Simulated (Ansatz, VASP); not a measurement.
## Two plane-wave programs on Na

The input INCAR:

```
SYSTEM = Na
PREC     = Accurate       ! precision mode
ENCUT    = 520            ! plane-wave cutoff, eV
EDIFF    = 1E-6           ! SCF threshold, eV
ISMEAR   = -1             ! smearing method
SIGMA    = 0.1            ! smearing width, eV
LREAL    = .False.        ! projectors in reciprocal space
LASPH    = .True.         ! aspherical terms in the spheres
NELM     = 150            ! most SCF steps
ALGO     = Normal         ! electronic algorithm
ISIF     = 2              ! what is computed and relaxed
LWAVE    = .False.        ! write WAVECAR
LCHARG   = .False.        ! write CHGCAR
MAGMOM   = 0 0 0          ! initial moments
LORBIT   = 11             ! projections on sites
LSORBIT  = .True.         ! spin-orbit coupling
GGA_COMPAT= .False.      
LORBMOM  = .True.       
GGA      = B5             ! functional
ALDAX    = 1.0          
AGGAX    = 1.0          
AGGAC    = 1.0          
ALDAC    = 0.0          
NBANDS   = 18             ! bands
```

Contents of KPOINTS:

```
Automatic mesh
0
Gamma
  11 11 11
  0 0 0
```

File POSCAR:

```
Na
1.0
   -2.1039229067      2.1039229067      2.1039229067
    2.1039229067     -2.1039229067      2.1039229067
    2.1039229067      2.1039229067     -2.1039229067
Na
1
Direct
    0.0000000000      0.0000000000      0.0000000000
```

Input for Ansatz:

```yaml
crystal:
  lattice:
    - [-2.1039228874, 2.1039228874, 2.1039228874]
    - [2.1039228874, -2.1039228874, 2.1039228874]
    - [2.1039228874, 2.1039228874, -2.1039228874]
  atoms:
    - { symbol: Na, position: [0.0, 0.0, 0.0] }
hamiltonian:
  xc: blyp
  pseudopotentials:
    kind: paw_fr
    azcp:
      Na: "pseudopotentials/Na.paw.azcp"
basis:
  ecutwfc: 420
  fft_grid_basis: typed
kpoints:
  mp_grid: { grid: [11, 11, 11], shift: [0, 0, 0] }
magnetization:
  noncollinear: true
  spin_orbit: true
scf:
  occupations: { method: fermi_dirac, width: 0.1 }
```

Alike in both runs: task single point; functional BLYP; k mesh 11 × 11 × 11; occupations fermi-dirac, width 0.1 eV; non-collinear spin, spin-orbit coupling.

|  | VASP | Ansatz |
| --- | --- | --- |
| version | VASP 6.6.1 | Ansatz 0.2.0 |
| potentials or method | VASP PAW PBE potentials, release 64 (Na_pv), cutoff 520 eV | plane waves (420 eV) with PAW, fully relativistic with spin-orbit coupling |
| valence electrons in the cell | 7 | 9 |

```tsv
	VASP	Ansatz	Ansatz less VASP
net moment per atom (μB)	0.00	0.00	0.000
```

VASP's potentials were made for PBE, not for BLYP. VASP's potentials hold 7 valence electrons a cell and Ansatz's 9, so a difference there can come from the potentials and not from the codes.
